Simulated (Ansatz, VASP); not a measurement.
**Two plane-wave programs on Si3Mo**

```
CELL_PARAMETERS angstrom
4.81444 0.00000 0.00000
0.00000 4.81444 0.00000
0.00000 0.00000 4.81444
ATOMIC_POSITIONS crystal
Si 0.25000 0.00000 0.50000
Si 0.50000 0.75000 0.00000
Si 0.75000 0.00000 0.50000
Si 0.50000 0.25000 0.00000
Si 0.00000 0.50000 0.75000
Si 0.00000 0.50000 0.25000
Mo 0.00000 0.00000 0.00000
Mo 0.50000 0.50000 0.50000
```

Change from the starting cell: species swapped into the Ta3Au type (Pm-3n, No. 223).

Alike in both runs: task single point; functional PBE; k mesh 4 × 4 × 4; occupations gaussian, width 0.1 eV; collinear spin.

|  | VASP | Ansatz |
| --- | --- | --- |
| version | VASP 6.6.1 | Ansatz 0.2.0 |
| potentials or method | VASP PAW PBE potentials, release 64 (Si, Mo_sv), cutoff 520 eV | scalar-relativistic, plane waves, PAW |
| valence electrons in the cell | 52 | 52 |

```tsv
	VASP	Ansatz	Ansatz less VASP
gap on the k mesh at the Fermi level (eV)	none	none	-
pressure (GPa)	0.0	0.0	-0.07
net moment per atom (μB)	0.00	0.00	0.000
```

A gap of «none» marks a metal or a gap that the smearing closes. Ansatz's warnings: seeded moment not kept.
